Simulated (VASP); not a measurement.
Here is a VASP 6.6.1 calculation.

The input INCAR:

```
SYSTEM = HfH5
  PREC = Accurate
  ENCUT = 600
  EDIFF = 1E-7
  ISMEAR = 0
  SIGMA = 0.1
  LREAL = .FALSE.
  LASPH = .TRUE.
  NELM = 100
  ALGO = Normal
  ISIF = 3
  LWAVE = .FALSE.
  LCHARG = .FALSE.
  GGA = PE
  IBRION = 2
  NSW = 90
  EDIFFG = -0.04
```

The input KPOINTS:

```
Automatic mesh
0
G
  3 3 6
  0 0 0
```

File POSCAR:

```
HfH5
1.0
    7.6574523063      0.0000000000      0.0000000000
   -3.8287261531      6.6315482255      0.0000000000
    0.0000000000      0.0000000000      3.4725591186
Hf H
1 5
Direct
    0.0000000000      0.0000000000      0.0000000000
    0.6666666667      0.3333333333      0.6081878031
    0.6666666667      0.3333333333      0.3918121969
    0.8612242560      0.1387757440      0.0000000000
    0.8612242560      0.7224485121      0.0000000000
    0.2775514879      0.1387757440      0.0000000000
```

Potentials or basis: VASP PAW PBE potentials, release 64 (Hf_pv, H).

Run with:

```sh
$ cat potpaw_PBE.64/Hf_pv/POTCAR potpaw_PBE.64/H/POTCAR > POTCAR
$ mpirun -np 1 vasp_std > vasp.out
```

Task: Predict the space group after relaxing (to 0.1 Å).

Result: P-6m2 (No. 187).

Task: What does it give for the band gap on the k mesh?

Result: Zero (an odd number of electrons rules out a gap without spin polarisation).

Task: What does it give for the relaxed volume?

Result: 28.28 Å³/atom.

Task: Estimate the relaxed cell.

Result: a = 7.671 Å, b = 7.671 Å, c = 3.330 Å, α = 90.00°, β = 90.00°, γ = 120.00°.

Stress tensor (GPa, compression positive):
```
0.21 0.00 0.00
0.00 0.21 0.00
0.00 0.00 0.05
```

Caveat: spin-orbit coupling is left out, which moves the levels of the heavy elements.
